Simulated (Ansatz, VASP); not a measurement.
## Two plane-wave programs on Si7Ge

```
Si Ge
1.0
     5.46540    0.00000    0.00000
     0.00000    5.46540    0.00000
     0.00000    0.00000    5.46540
Si Ge
7 1
Direct
  0.25262 0.25262 0.25262
  0.00000 0.50000 0.50000
  0.50000 0.50000 0.00000
  0.50000 0.00000 0.50000
  0.74738 0.25262 0.74738
  0.74738 0.74738 0.25262
  0.25262 0.74738 0.74738
  0.03961 0.03961 0.03961
```

Alike in both runs: task single point; functional PBEsol; k mesh 6 × 6 × 6; occupations gaussian, width 0.03 eV; no spin polarisation.

```csv
,VASP,Ansatz
version,VASP 6.6.1,Ansatz 0.2.0
potentials or method,"VASP PAW PBE potentials, release 64 (Si, Ge_d), cutoff 520 eV","scalar-relativistic, plane waves, PAW"
valence electrons in the cell,42,42
```

|  | VASP | Ansatz | Ansatz less VASP |
| --- | --- | --- | --- |
| gap on the k mesh at the Fermi level (eV) | 0.18 | 0.18 | +0.004 |
| least direct gap on the mesh (eV) | 0.25 | 0.26 | +0.001 |
| pressure (GPa) | 1.8 | 1.7 | -0.07 |
| traceless stress, the component that is largest in VASP (GPa) | 3.74 | 3.75 | +0.011 |
| rms of the force components (eV/Å) | 2.107 | 2.112 | +0.0044 |

VASP's potentials were made for PBE, not for PBEsol. Atom by atom the forces differ by 0.006 eV/Å (rms over components).
